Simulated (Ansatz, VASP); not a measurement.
## Ge2Sb3O in VASP and in Ansatz

```
Ge Sb O
1.0
     4.40262    0.00000    0.00000
    -2.20131    3.81278    0.00000
     0.00000    0.00000    9.81078
Ge Sb O
2 3 1
Direct
  0.66667 0.33333 0.75227
  0.66667 0.33333 0.24773
  0.00000 0.00000 0.00000
  0.33333 0.66667 0.50000
  0.33333 0.66667 0.00000
  0.00000 0.00000 0.50000
```

Change from the starting cell: species swapped into the Sr2AlGa3 type (P-6m2, No. 187).

Alike in both runs: task single point; functional PBE; k mesh 6 × 6 × 2; occupations gaussian, width 0.1 eV; no spin polarisation.

```csv
,VASP,Ansatz
version,VASP 6.6.1,Ansatz 0.2.0
potentials or method,"VASP PAW PBE potentials, release 64 (Ge_d, Sb, O), cutoff 520 eV","scalar-relativistic, plane waves, PAW"
valence electrons in the cell,49,79
```

```csv
,VASP,Ansatz,Ansatz less VASP
gap on the k mesh at the Fermi level (eV),none,none,-
pressure (GPa),2.6,2.6,-0.05
"traceless stress, the component that is largest in VASP (GPa)",-9.04,-8.92,+0.118
rms of the force components (eV/Å),0.003,0.004,+0.0017
```

Atom by atom the forces differ by 0.002 eV/Å (rms over components). A gap of «none» marks a metal or a gap that the smearing closes. With one functional, cell and mesh, what is left measures potentials, basis and numerics. VASP's potentials hold 49 valence electrons a cell and Ansatz's 79, so a difference there can come from the potentials and not from the codes.

Neither program's run includes spin-orbit coupling.
